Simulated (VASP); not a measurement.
A run of VASP 6.6.1 is set up as follows.

File POSCAR:

```
Al
1.0
   -1.5116577555      1.5116577555      1.6309991572
    1.5116577555     -1.5116577555      1.6309991572
    1.5116577555      1.5116577555     -1.6309991572
Al
1
Direct
    0.0000000000      0.0000000000      0.0000000000
```

INCAR.step1

```
PREC = Accurate ; ENCUT = 520
ISMEAR = 0 ; SIGMA = 0.15
LREAL = False ; LASPH = True
NELM = 80 ; NBANDS = 8
GGA = PE ; ALGO = Normal
EDIFF = 1E-4 ; LWAVE = True
LCHARG = False
```

File INCAR.step2:

```
PREC = Accurate ; ENCUT = 520
EDIFF = 1E-6 ; ISMEAR = 0
SIGMA = 0.15 ; LREAL = False
LASPH = True ; NELM = 80
ALGO = Normal ; ISIF = 2
LWAVE = False ; LCHARG = False
METAGGA = R2SCAN ; LMIXTAU = True
NBANDS = 8 ; ISTART = 1
```

KPOINTS

```
Automatic mesh
0
Gamma
  20 20 20
```

Potentials or basis: VASP PAW PBE potentials, release 64 (Al).

Command:

```sh
$ cat potpaw_PBE.64/Al/POTCAR > POTCAR
$ cp INCAR.step1 INCAR
$ mpirun -np 1 vasp_std > vasp.out
$ cp INCAR.step2 INCAR
$ mpirun -np 1 vasp_std > vasp.out
```

Problem. Predict the pressure.

Solution. 7.8 GPa.

Stress tensor (GPa, compression positive):
```
 6.35  0.00  0.00
 0.00  6.35  0.00
 0.00  0.00 10.76
```

Caveat: the cell differs from its parent crystal (strain -0.050 along x and y, +0.025 along z); the PAW data sets were made with another functional, which shifts forces and pressure a little.
